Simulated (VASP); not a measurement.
Input of a VASP 6.6.1 run:

Contents of INCAR:

```
SYSTEM = KI
PREC = Accurate
ENCUT = 600
EDIFF = 1E-6
ISMEAR = 0
SIGMA = 0.01
LREAL = .FALSE.
LASPH = .TRUE.
NELM = 100
ALGO = Normal
ISIF = 3
LWAVE = .FALSE.
LCHARG = .FALSE.
GGA = PS
IBRION = 2
NSW = 80
EDIFFG = -0.01
```

Contents of KPOINTS:

```
regular mesh
0
G
  5 5 3
  0 0 0
```

The input POSCAR:

```
KI
1.0
    2.5126600000     -4.2552270000      0.0000000000
    2.5126600000      4.2552270000      0.0000000000
    0.0000000000      0.0000000000      8.6765890000
K I
2 2
Direct
    0.5000000000      0.5000000000      0.5000000000
    0.5000000000      0.5000000000      0.0000000000
    0.8402300000      0.1597700000      0.2500000000
    0.1597700000      0.8402300000      0.7500000000
```

Potentials or basis: VASP PAW PBE potentials, release 64 (K_sv, I).

Launch:

```sh
$ cat potpaw_PBE.64/K_sv/POTCAR potpaw_PBE.64/I/POTCAR > POTCAR
$ mpirun -np 1 vasp_std > vasp.out
```

**Question.** What does it give for the space group after relaxing (to 0.1 Å)?

**Answer.** P6_3/mmc (No. 194).

**Question.** What does it give for the relaxed cell?

**Answer.** a = 4.847 Å, b = 4.847 Å, c = 8.511 Å, α = 90.00°, β = 90.00°, γ = 119.99°.

Forces in eV/Å, atoms in the order of the input:
```
K    0.000  0.000  0.000
K    0.000  0.000  0.000
I    0.000  0.006  0.000
I    0.000 -0.006  0.000
```

Caveat: the PAW data sets were made with another functional, which shifts forces and pressure a little.
